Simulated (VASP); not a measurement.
# Ti (P6_3/mmc) in VASP: single point with r2SCAN

Aim: the single point of Ti with r2SCAN.

Everything below comes from runs of VASP 6.6.1. Logs are shortened: lines on timing, memory, paths and dates and some standing lists are left out, and cuts for length are marked.

## (1) The cell of the first run

Symmetry: P6_3/mmc, No. 194, hexagonal system. The conventional cell has a = 2.923 Å, b = 2.923 Å, c = 14.116 Å, α = 90.00°, β = 90.00°, γ = 120.00°. Ti (site symmetry -6m2) has 12 Ti at 2.90 to 2.92 Å within 3.8 Å. Ti (site symmetry 3m) has 12 Ti at 2.88 to 2.92 Å within 3.8 Å.

## (2) Single point, r2SCAN

POSCAR reads:

```
Ti
1.0
    2.9229095895      0.0000000000      0.0000000000
   -1.4614547948      2.5313139575      0.0000000000
    0.0000000000      0.0000000000     14.1162568041
Ti
6
Direct
    0.0000000000      0.0000000000      0.0000000000
    0.3333333333      0.6666666667      0.1673599424
    0.6666666667      0.3333333333      0.3326400576
    0.0000000000      0.0000000000      0.5000000000
    0.6666666667      0.3333333333      0.6673599424
    0.3333333333      0.6666666667      0.8326400576
```

INCAR.step1 reads:

```
  ALGO = Normal
  EDIFF = 1E-5
  ENCUT = 550
  GGA = PE
  GGA_COMPAT = False
  ISMEAR = 0
  LASPH = True
  LCHARG = False
  LREAL = False
  LWAVE = True
  NBANDS = 45
  NELM = 120
  PREC = Accurate
  SIGMA = 0.1
```

INCAR.step2 reads:

```
  ALGO = Normal
  EDIFF = 1E-6
  ENCUT = 550
  GGA_COMPAT = False
  ISIF = 2
  ISMEAR = 0
  ISTART = 1
  LASPH = True
  LCHARG = True
  LELF = True
  LMIXTAU = True
  LREAL = False
  LVHAR = True
  LWAVE = False
  METAGGA = R2SCAN
  NBANDS = 45
  NELM = 120
  PREC = Accurate
  SIGMA = 0.1
```

KPOINTS reads:

```
k-points
0
Gamma
  18 18 4
```

Potentials or basis: VASP PAW PBE potentials, release 64 (Ti_sv).

Command:

```
> cat potpaw_PBE.64/Ti_sv/POTCAR > POTCAR
> cp INCAR.step1 INCAR
> mpirun -np 1 vasp_std > vasp.out
> cp INCAR.step2 INCAR
> mpirun -np 1 vasp_std > vasp.out
```

OUTCAR:

```text
EDIFF = 1E-6
   ENCUT = 550
   ISIF = 2
   ISMEAR = 0
   ISTART = 1
   LASPH = True
   LREAL = False
   METAGGA = R2SCAN
   NELM = 120
   PREC = Accurate

 ion  position               nearest neighbor table
   1  0.000  0.000  0.000-   2 2.90   6 2.90   2 2.90   6 2.90   2 2.90   6 2.90
   2  0.333  0.667  0.167-   3 2.88   3 2.88   3 2.88   1 2.90   1 2.90   1 2.90
   3  0.667  0.333  0.333-   2 2.88   2 2.88   2 2.88   4 2.90   4 2.90   4 2.90
   4  0.000  0.000  0.500-   3 2.90   5 2.90   3 2.90   5 2.90   3 2.90   5 2.90
   5  0.667  0.333  0.667-   6 2.88   6 2.88   6 2.88   4 2.90   4 2.90   4 2.90
   6  0.333  0.667  0.833-   5 2.88   5 2.88   5 2.88   1 2.90   1 2.90   1 2.90

  LATTYP: Found a hexagonal cell.
 ALAT       =     2.9229095895
 C/A-ratio  =     4.8295222181

  Lattice vectors:

 A1 = (   2.9229095895,   0.0000000000,   0.0000000000)
 A2 = (  -1.4614547948,   2.5313139575,   0.0000000000)
 A3 = (   0.0000000000,   0.0000000000,  14.1162568041)

Analysis of symmetry for initial positions (statically):
=====================================================================
 Subroutine PRICEL returns:
 Original cell was already a primitive cell.

 Routine SETGRP: Setting up the symmetry group for a
 hexagonal supercell.

 Subroutine GETGRP returns: Found 24 space group operations
 (whereof 12 operations were pure point group operations)
 out of a pool of 24 trial point group operations.

The static configuration has the point symmetry D_3h.
 The point group associated with its full space group is D_6h.

Analysis of symmetry for dynamics (positions and initial velocities):
=====================================================================
 Subroutine PRICEL returns:
 Original cell was already a primitive cell.

 Routine SETGRP: Setting up the symmetry group for a
 hexagonal supercell.

 Subroutine GETGRP returns: Found 24 space group operations
 (whereof 12 operations were pure point group operations)
 out of a pool of 24 trial point group operations.

The dynamic configuration has the point symmetry D_3h.
 The point group associated with its full space group is D_6h.

 Subroutine INISYM returns: Found 24 space group operations
 (whereof 12 operations are pure point group operations),
 and found     1 'primitive' translations

----------------------------------------------------------------------------------------

                                     Primitive cell

  volume of cell :     104.4434

  direct lattice vectors                    reciprocal lattice vectors
     2.922909590  0.000000000  0.000000000     0.342124848  0.197525873  0.000000000
    -1.461454795  2.531313958  0.000000000     0.000000000  0.395051747  0.000000000
     0.000000000  0.000000000 14.116256804     0.000000000  0.000000000  0.070840309

  length of vectors
     2.922909590  2.922909590 14.116256804     0.395051747  0.395051747  0.070840309

  position of ions in fractional coordinates (direct lattice)
     0.000000000  0.000000000  0.000000000
     0.333333333  0.666666667  0.167359942
     0.666666667  0.333333333  0.332640058
     0.000000000  0.000000000  0.500000000
     0.666666667  0.333333333  0.667359942
     0.333333333  0.666666667  0.832640058

  ion indices of the primitive-cell ions
   primitive index   ion index
                 1           1
                 2           2
                 3           3
                 4           4
                 5           5
                 6           6

----------------------------------------------------------------------------------------

 KPOINTS: k-points

Automatic generation of k-mesh.
 Grid dimensions read from file:
 generate k-points for:   18   18    4

 Generating k-lattice:

  Cartesian coordinates                     Fractional coordinates (reciprocal lattice)
     0.019006936  0.010973660  0.000000000     0.055555556  0.000000000  0.000000000
     0.000000000  0.021947319  0.000000000     0.000000000  0.055555556  0.000000000
     0.000000000  0.000000000  0.017710077     0.000000000  0.000000000  0.250000000

  Length of vectors
     0.021947319  0.021947319  0.017710077

  Shift w.r.t. Gamma in fractional coordinates (k-lattice)
     0.000000000  0.000000000  0.000000000

 Subroutine IBZKPT returns following result:
 ===========================================

 Found    111 irreducible k-points:

 Following reciprocal coordinates:
            Coordinates               Weight
  0.000000  0.000000  0.000000      1.000000
  0.055556  0.000000  0.000000      6.000000
  0.111111  0.000000  0.000000      6.000000
  0.166667  0.000000  0.000000      6.000000
  0.222222 -0.000000  0.000000      6.000000
  0.277778 -0.000000  0.000000      6.000000
[... 16 lines left out ...]
  0.333333  0.111111  0.000000     12.000000
  0.388889  0.111111  0.000000     12.000000
 [... further k-points ...]
   k-points           NKPTS =    111   k-points in BZ     NKDIM =    111   number of bands    NBANDS=     45
   number of dos      NEDOS =    301   number of ions     NIONS =      6
   total plane-waves  NPLWV =  62208
   dimension x,y,z NGX =    24 NGY =   24 NGZ =  108
   dimension x,y,z NGXF=    48 NGYF=   48 NGZF=  216
   ions per type =               6
   NGX,Y,Z   is equivalent  to a cutoff of  13.65, 13.65, 12.72 a.u.
   NGXF,Y,Z  is equivalent  to a cutoff of  27.30, 27.30, 25.44 a.u.
 SYSTEM =  unknown system
   PREC   = accura    normal or accurate (medium, high low for compatibility)
   ISTART =      1    job   : 0-new  1-cont  2-samecut
   ICHARG =      0    charge: 1-file 2-atom 10-const
   ISPIN  =      1    spin polarized calculation?
   LNONCOLLINEAR =      F non collinear calculations
   LSORBIT =      F    spin-orbit coupling
   LASPH  =      T    aspherical Exc in radial PAW
   ENCUT  =  550.0 eV  40.42 Ry    6.36 a.u.   5.59  5.59 26.99*2*pi/ulx,y,z
   NELM   =    120;   NELMIN=  2; NELMDL=  0     # of ELM steps
   EDIFF  = 0.1E-05   stopping-criterion for ELM
   LREAL  =      F    real-space projection
   EDIFFG = 0.1E-04   stopping-criterion for IOM
   NSW    =      0    number of steps for IOM
   IBRION =     -1    ionic relax: 0-MD 1-quasi-New 2-CG
   NFREE  =      0    steps in history (QN), initial steepest desc. (CG)
   ISIF   =      2    stress and relaxation
   ISYM   =      2    0-nonsym 1-usesym 2-fastsym
   POTIM  = 0.5000    time-step for ionic-motion
   TEBEG  =    0.0;   TEEND  =   0.0 temperature during run
   PSTRESS=    0.0 pullay stress
   NELECT =      72.0000    total number of electrons
   NUPDOWN=      -1.0000    fix difference up-down
   EMIN   =  10.00;   EMAX   =-10.00  energy-range for DOS
   EFERMI =   0.00;   METHOD = LEGACY
   ISMEAR =     0;   SIGMA  =   0.10  broadening in eV -4-tet -1-fermi 0-gaus
   EFERMI_NEDOS =   21; number of points for ismear=-14 and -15
   IALGO  =     38    algorithm
   IMIX   =      4    mixing-type and parameters
     AMIX     =   0.40;   BMIX     =  1.00
     AMIX_MAG =   1.60;   BMIX_MAG =  1.00
  volume/ion in A,a.u.               =      17.41       117.47
  Fermi-wavevector in a.u.,A,eV,Ry     =   1.446190  2.732903 28.456115  2.091465
  Thomas-Fermi vector in A             =   2.564287
   LORBIT       =      0    0 simple, 1 ext, 2 COOP (PROOUT), +10 PAW based schemes
   METAGGA = R2SCAN    functional components
   LHFCALC =     F    Hartree Fock is set to
   AEXX    =    0.0000 exact exchange contribution
   IVDW    =     0    specifies the selected vdW correction
   LEPSILON=     F    determine dielectric tensor
   LRPA    =     F    only Hartree local field effects (RPA)
 non-spin polarized calculation
 Gauss-broadening in eV      SIGMA  =   0.10
  energy-cutoff  :      550.00
  volume of cell :      104.44
 maximum number of plane-waves:      3114
 NGX is ok and might be reduce to    24
   NGX = 11   NGY = 11   NGZ = 53

 number of electron      71.9999983 magnetization

 Free energy of the ion-electron system (eV)
  ---------------------------------------------------
  ext. energy  EPLUGINS =         0.00000000
  ---------------------------------------------------
  free energy    TOTEN  =       -77.39309581 eV

  energy without entropy =      -77.35034453  energy(sigma->0) =      -77.37172017

 E-fermi :   8.2427     XC(G=0): -12.3980

 val. band max:        8.2419062448   @ k =   0.3333   0.1667   0.5000
 cond. band min:       8.2444623309   @ k =   0.4444  -0.0000   0.2500
 fundamental gap:      0.0025560861
 Fermi energy:         8.2426909387

 k-point     1 :       0.0000    0.0000    0.0000
  band No.  band energies     occupation
      1     -50.8711      2.00000
      2     -50.8534      2.00000
      3     -50.8144      2.00000
      4     -50.7773      2.00000
      5     -50.7428      2.00000
      6     -50.7234      2.00000
[... 37 lines left out ...]
     44       9.2732      0.00000
     45       9.4493      0.00000

 k-point     2 :       0.0556    0.0000    0.0000
  band No.  band energies     occupation
      1     -50.8679      2.00000
      2     -50.8506      2.00000
      3     -50.8115      2.00000
      4     -50.7752      2.00000
      5     -50.7409      2.00000
      6     -50.7218      2.00000
[... 37 lines left out ...]
     44       9.3043      0.00000
     45       9.4864      0.00000

 k-point     3 :       0.1111    0.0000    0.0000
  band No.  band energies     occupation
      1     -50.8587      2.00000
      2     -50.8426      2.00000
      3     -50.8032      2.00000
      4     -50.7692      2.00000
      5     -50.7354      2.00000
      6     -50.7175      2.00000
[... 997 lines left out ...]
     44       9.8134      0.00000
     45       9.9539      0.00000

 k-point    24 :       0.3889    0.1111    0.0000
  band No.  band energies     occupation
      1     -50.7591      2.00000
      2     -50.7577      2.00000
      3     -50.7103      2.00000
      4     -50.7057      2.00000
      5     -50.6869      2.00000
      6     -50.6838      2.00000
[... 37 lines left out ...]
     44       9.8617      0.00000
     45       9.8963      0.00000

 [... further k-points ...]

------------------------ aborting loop because EDIFF is reached ----------------------------------------

  FORCE on cell =-STRESS in cart. coord.  units (eV):
  Direction    XX          YY          ZZ          XY          YZ          ZX
  --------------------------------------------------------------------------------------
  -------------------------------------------------------------------------------------
  Total        0.2625285      0.2625285      0.2872190     -0.0000000      0.0000000      0.0000000
  in kB        4.0272274      4.0272274      4.4059826     -0.0000000      0.0000000      0.0000000
  external PRESSURE =       4.1534791 kB  Pullay stress =       0.0000000 kB

 VOLUME and BASIS-vectors are now :
 -----------------------------------------------------------------------------
  energy-cutoff  :      550.00
  volume of cell :      104.44
      direct lattice vectors                 reciprocal lattice vectors
     2.922909590  0.000000000  0.000000000     0.342124848  0.197525873  0.000000000
    -1.461454795  2.531313958  0.000000000     0.000000000  0.395051747  0.000000000
     0.000000000  0.000000000 14.116256804     0.000000000  0.000000000  0.070840309

 POSITION                                       TOTAL-FORCE (eV/Angst)
 -----------------------------------------------------------------------------------
      0.00000      0.00000      0.00000        -0.000000      0.000000     -0.000000
     -0.00000      1.68754      2.36250        -0.000000      0.000000     -0.001208
      1.46145      0.84377      4.69563         0.000000     -0.000000      0.001208
      0.00000      0.00000      7.05813         0.000000     -0.000000     -0.000000
      1.46145      0.84377      9.42062        -0.000000     -0.000000     -0.001208
     -0.00000      1.68754     11.75376         0.000000      0.000000      0.001208
 -----------------------------------------------------------------------------------
    total drift:                               -0.000000      0.000000      0.000000

  FREE ENERGIE OF THE ION-ELECTRON SYSTEM (eV)
  ---------------------------------------------------
  free  energy   TOTEN  =       -77.3930958120 eV

  energy  without entropy=      -77.3503445301  energy(sigma->0) =      -77.37172017
```

It took 19 min on 1 thread of Intel Xeon 6975P-C (Granite Rapids), shared host; peak memory 0.53 GiB.

What came out:

| Quantity | Value |
| --- | --- |
| Free energy | -77.3931 eV |
| Pressure | 0.4 GPa |
| Band gap on the k mesh | zero (bands 36 and 37 overlap by 1.31 eV) |

Levels at points of the mesh, in eV from the Fermi level:
```csv
k point,band 32,band 33,band 34,band 35,band 36,band 37,band 38,band 39,band 40,band 41
"(0.00, 0.00, 0.00)",-0.02,0.44,0.50,0.61,0.87,0.87,0.97,0.97,0.99,0.99
"(0.50, 0.00, 0.00)",-1.45,-1.31,-0.83,-0.59,0.15,0.47,0.82,0.82,0.87,1.00
"(0.00, 0.00, 0.50)",0.10,0.26,0.26,0.88,0.88,0.88,0.88,0.88,0.88,1.08
"(0.50, 0.00, 0.50)",-1.59,-1.07,-1.07,-0.12,-0.12,0.43,0.43,0.97,0.97,1.06
```

Caveat: the PAW data sets were made with another functional, which shifts forces and pressure a little.
